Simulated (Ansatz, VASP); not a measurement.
**Ti: VASP beside Ansatz**

```
Ti
1.0
     0.79376    2.49466    2.49466
     2.49466    0.79376    2.49466
     2.49466    2.49466    0.79376
Ti
1
Cartesian
  0.0000 0.0000 0.0000
```

Alike in both runs: task single point; functional r2SCAN; k mesh 22 × 22 × 22; occupations gaussian, width 0.15 eV; no spin polarisation.

|  | VASP | Ansatz |
| --- | --- | --- |
| version | VASP 6.6.1 | Ansatz 0.2.0 |
| potentials or method | VASP PAW PBE potentials, release 64 (Ti_sv), cutoff 520 eV | scalar-relativistic, plane waves, PAW |
| valence electrons in the cell | 12 | 12 |

|  | VASP | Ansatz | Ansatz less VASP |
| --- | --- | --- | --- |
| gap on the k mesh at the Fermi level (eV) | none | none | - |
| pressure (GPa) | 15.3 | 14.5 | -0.83 |
| traceless stress, the component that is largest in VASP (GPa) | -21.63 | -21.17 | +0.461 |

VASP's potentials were made for PBE, not for r2SCAN. A gap of «none» marks a metal or a gap that the smearing closes.
